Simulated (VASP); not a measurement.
# HfC (Fm-3m) in VASP: further runs, part 2 of 2

VASP 6.6.1. Earlier steps stand in the parts before.

### Step 4. Single point, PBEsol

INCAR reads:

```
ALGO = Normal ; EDIFF = 1E-6
ENCUT = 520 ; GGA = PS
ISIF = 2 ; ISMEAR = -1
LASPH = True ; LCHARG = False
LREAL = False ; LWAVE = False
NBANDS = 14 ; NELM = 80
PREC = Accurate ; SIGMA = 0.1
```

KPOINTS reads:

```
k-points
0
Gamma
  18 18 18
```

POSCAR reads:

```
HfC
1.0
    0.0000000000      2.3036295407      2.3036295407
    2.3036295407      0.0000000000      2.3036295407
    2.3036295407      2.3036295407      0.0000000000
Hf C
1 1
Direct
    0.5000000000      0.5000000000      0.5000000000
    0.0000000000      0.0000000000      0.0000000000
```

Potentials or basis: VASP PAW PBE potentials, release 64 (Hf_pv, C).

The run is started by

```
$ cat potpaw_PBE.64/Hf_pv/POTCAR potpaw_PBE.64/C/POTCAR > POTCAR
$ mpirun -np 1 vasp_std > vasp.out
```

OUTCAR:

```text
EDIFF = 1E-6
   ENCUT = 520
   GGA = PS
   ISIF = 2
   ISMEAR = -1
   LASPH = True
   LREAL = False
   NELM = 80
   PREC = Accurate

 ion  position               nearest neighbor table
   1  0.500  0.500  0.500-   2 2.30   2 2.30   2 2.30   2 2.30   2 2.30   2 2.30
   2  0.000  0.000  0.000-   1 2.30   1 2.30   1 2.30   1 2.30   1 2.30   1 2.30

  LATTYP: Found a face centered cubic cell.
 ALAT       =     4.6072590814

  Lattice vectors:

 A1 = (   0.0000000000,   2.3036295407,   2.3036295407)
 A2 = (   2.3036295407,   0.0000000000,   2.3036295407)
 A3 = (   2.3036295407,   2.3036295407,   0.0000000000)

Analysis of symmetry for initial positions (statically):
=====================================================================
 Subroutine PRICEL returns:
 Original cell was already a primitive cell.

 Routine SETGRP: Setting up the symmetry group for a
 face centered cubic supercell.

 Subroutine GETGRP returns: Found 48 space group operations
[... 9 lines left out ...]

 Routine SETGRP: Setting up the symmetry group for a
 face centered cubic supercell.

 Subroutine GETGRP returns: Found 48 space group operations
[... 11 lines left out ...]
                                     Primitive cell

  volume of cell :      24.4494

  direct lattice vectors                    reciprocal lattice vectors
     0.000000000  2.303629541  2.303629541    -0.217048788  0.217048788  0.217048788
     2.303629541  0.000000000  2.303629541     0.217048788 -0.217048788  0.217048788
     2.303629541  2.303629541  0.000000000     0.217048788  0.217048788 -0.217048788

  length of vectors
     3.257824139  3.257824139  3.257824139     0.375939529  0.375939529  0.375939529

  position of ions in fractional coordinates (direct lattice)
     0.500000000  0.500000000  0.500000000
     0.000000000  0.000000000  0.000000000

  ion indices of the primitive-cell ions
   primitive index   ion index
                 1           1
                 2           2

----------------------------------------------------------------------------------------

 KPOINTS: k-points

[... 95 lines left out ...]
   IVDW    =     0    specifies the selected vdW correction
   LEPSILON=     F    determine dielectric tensor
   LRPA    =     F    only Hartree local field effects (RPA)
 non-spin polarized calculation
  energy-cutoff  :      520.00
  volume of cell :       24.45
 maximum number of plane-waves:       680
   NGX = 13   NGY = 13   NGZ = 13

 number of electron      14.0000002 magnetization

 Free energy of the ion-electron system (eV)
  ---------------------------------------------------
  ext. energy  EPLUGINS =         0.00000000
  ---------------------------------------------------
  free energy    TOTEN  =       -22.20049476 eV

  energy without entropy =      -22.19103184  energy(sigma->0) =      -22.19576330

 E-fermi :   6.0143     XC(G=0): -12.5575

 val. band max:        6.0016187533   @ k =   0.1111   0.0556   0.0000
 cond. band min:       6.0270486048   @ k =   0.5000   0.4444   0.0000
 fundamental gap:      0.0254298515
 Fermi energy:         6.0143420517

 k-point     1 :       0.0000    0.0000    0.0000
  band No.  band energies     occupation
      1     -23.3455      2.00000
      2     -23.3455      2.00000
      3     -23.3455      2.00000
      4      -6.4095      2.00000
      5       7.0615      0.00006
      6       7.0615      0.00006
      7       7.0615      0.00006
      8       7.3721      0.00000
      9       7.3721      0.00000
     10       7.3721      0.00000
     11       9.4698      0.00000
     12       9.4698      0.00000
     13      13.1819      0.00000
     14      17.0464      0.00000
[... 377 lines left out ...]
      1     -23.7194      2.00000
      2     -23.4084      2.00000
      3     -23.3718      2.00000
      4      -4.9593      2.00000
      5       3.0124      2.00000
      6       4.1326      2.00000
      7       4.4206      2.00000
      8       8.6768      0.00000
      9       8.9094      0.00000
     10       9.6785      0.00000
     11      12.8032      0.00000
     12      14.2593      0.00000
     13      15.4227      0.00000
     14      19.9481      0.00000

 [... further k-points ...]

------------------------ aborting loop because EDIFF is reached ----------------------------------------

  FORCE on cell =-STRESS in cart. coord.  units (eV):
  Direction    XX          YY          ZZ          XY          YZ          ZX
  --------------------------------------------------------------------------------------
  -------------------------------------------------------------------------------------
  Total       -0.0547308     -0.0547308     -0.0547308      0.0000000      0.0000000     -0.0000000
  in kB       -3.5865302     -3.5865302     -3.5865302      0.0000000      0.0000000     -0.0000000
  external PRESSURE =      -3.5865302 kB  Pullay stress =       0.0000000 kB

 VOLUME and BASIS-vectors are now :
 -----------------------------------------------------------------------------
  energy-cutoff  :      520.00
  volume of cell :       24.45
      direct lattice vectors                 reciprocal lattice vectors
     0.000000000  2.303629541  2.303629541    -0.217048788  0.217048788  0.217048788
     2.303629541  0.000000000  2.303629541     0.217048788 -0.217048788  0.217048788
     2.303629541  2.303629541  0.000000000     0.217048788  0.217048788 -0.217048788

 POSITION                                       TOTAL-FORCE (eV/Angst)
 -----------------------------------------------------------------------------------
      2.30363      2.30363      2.30363         0.000000     -0.000000     -0.000000
      0.00000      0.00000      0.00000        -0.000000      0.000000      0.000000
 -----------------------------------------------------------------------------------
    total drift:                                0.000000     -0.000000      0.000000

  FREE ENERGIE OF THE ION-ELECTRON SYSTEM (eV)
  ---------------------------------------------------
  free  energy   TOTEN  =       -22.2004947586 eV

  energy  without entropy=      -22.1910318425  energy(sigma->0) =      -22.19576330
```

stdout:

```text
POSCAR found type information on POSCAR HfC
 POSCAR found :  2 types and       2 ions
 scaLAPACK will be used
 -----------------------------------------------------------------------------
|                                                                             |
|                                                                             |
|     You enforced a specific xc type in the INCAR file but a different       |
|     I HOPE YOU KNOW WHAT YOU ARE DOING!                                     |
|                                                                             |
 -----------------------------------------------------------------------------

 LDA part: xc-table for (Slater+PW92), standard interpolation
 POSCAR, INCAR and KPOINTS ok, starting setup
 FFT: planning ... GRIDC
 FFT: planning ... GRID_SOFT
 FFT: planning ... GRID
 WAVECAR not read
 entering main loop
```

Wall time 35 s (1 thread of Intel Xeon Platinum 8488C (Sapphire Rapids), shared host); peak memory 0.19 GiB.

Results:

- Free energy: -22.2005 eV
- Pressure: -0.4 GPa
- Band gap on the k mesh: zero (band 7 reaches 7.06 eV, above the bottom of band 8 at 5.60 eV)

Levels at points of the mesh, in eV from the Fermi level:
```tsv
k point	band 4	band 5	band 6	band 7	band 8	band 9	band 10	band 11
(0.00, 0.00, 0.00)	-12.42	1.05	1.05	1.05	1.36	1.36	1.36	3.46
(0.50, 0.00, 0.00)	-8.45	-6.30	-3.08	-3.08	5.46	5.46	5.95	6.66
(0.50, 0.50, 0.00)	-10.48	-2.55	-1.92	-0.04	-0.04	5.47	6.95	6.95
```

Caveat: the PAW data sets were made with another functional, which shifts forces and pressure a little; spin-orbit coupling is left out, which moves the levels of the heavy elements.

### Step 5. The runs side by side

| k mesh | smearing | gap on the mesh (eV) | pressure (GPa) |
| --- | --- | --- | --- |
| 14 × 14 × 14 | fermi-dirac 0.1 eV | none | -0.4 |
| 14 × 14 × 14 | tetrahedron | none | -0.3 |
| 18 × 18 × 18 | fermi-dirac 0.1 eV | none | -0.4 |

Alike in all rows: task single point; level PBEsol; potentials or basis VASP PAW PBE potentials, release 64 (Hf_pv, C); no spin polarisation; cell as given; cutoff (eV) 520.

Every run on the cell as given and a fine mesh finds a metal.

Caveats: the PAW data sets were made with another functional, which shifts forces and pressure a little; spin-orbit coupling is left out, which moves the levels of the heavy elements.

Absolute energies hang on the potentials; compare differences alone.
